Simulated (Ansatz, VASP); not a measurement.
One calculation of YN, two programs

```
Y N
1.0
     3.44856    0.00000    0.00000
     1.72428    2.98654    0.00000
     1.72428    0.99551    2.81574
Y N
1 1
Direct
  0.00000 0.00000 0.00000
  0.50000 0.50000 0.50000
```

Alike in both runs: task single point; functional LDA; k mesh 6 × 6 × 6; no spin polarisation.

```csv
,VASP,Ansatz
version,VASP 6.6.1,Ansatz 0.2.0
potentials or method,"VASP PAW LDA potentials, release 64 (Y_sv, N)","plane waves, PAW"
plane-wave cutoff (eV),600,420
occupations,"gaussian, width 0.01 eV",fixed
valence electrons in the cell,16,16
```

```tsv
	VASP	Ansatz	Ansatz less VASP
gap on the k mesh at the Fermi level (eV)	0.06	0.07	+0.012
```

LDA's correlation is that of Perdew and Zunger in VASP and of Perdew and Wang (1992) in Ansatz. Ansatz's warnings: metallic iterate.
